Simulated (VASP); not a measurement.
A run of VASP 6.6.1 is set up as follows.

Contents of INCAR:

```
PREC     = Accurate       # precision mode
ENCUT    = 520            # plane-wave cutoff, eV
EDIFF    = 1E-6           # SCF threshold, eV
ISMEAR   = 0              # smearing method
SIGMA    = 0.1            # smearing width, eV
LREAL    = F              # projectors in reciprocal space
LASPH    = T              # aspherical terms in the spheres
NELM     = 100            # most SCF steps
ALGO     = Normal         # electronic algorithm
ISIF     = 2              # what is computed and relaxed
LWAVE    = F              # write WAVECAR
LCHARG   = F              # write CHGCAR
NBANDS   = 18             # bands
```

Contents of KPOINTS:

```
Automatic mesh
0
Gamma
  12 12 12
```

File POSCAR:

```
YZn
1.0
    3.4743752595      0.0000000000      0.0000000000
    0.0000000000      3.4743752595      0.0000000000
    0.0000000000      0.0000000000      3.4743752595
Y Zn
1 1
Direct
    0.0000000000      0.0000000000      0.0000000000
    0.5000000000      0.5000000000      0.5000000000
```

Potentials or basis: VASP PAW LDA potentials, release 64 (Y_sv, Zn).

The run is started by

```bash
$ cat potpaw_LDA.64/Y_sv/POTCAR potpaw_LDA.64/Zn/POTCAR > POTCAR
$ mpirun -np 1 vasp_std > vasp.out
```

(1) Predict the pressure.

Answers

(1) 0.1 GPa.
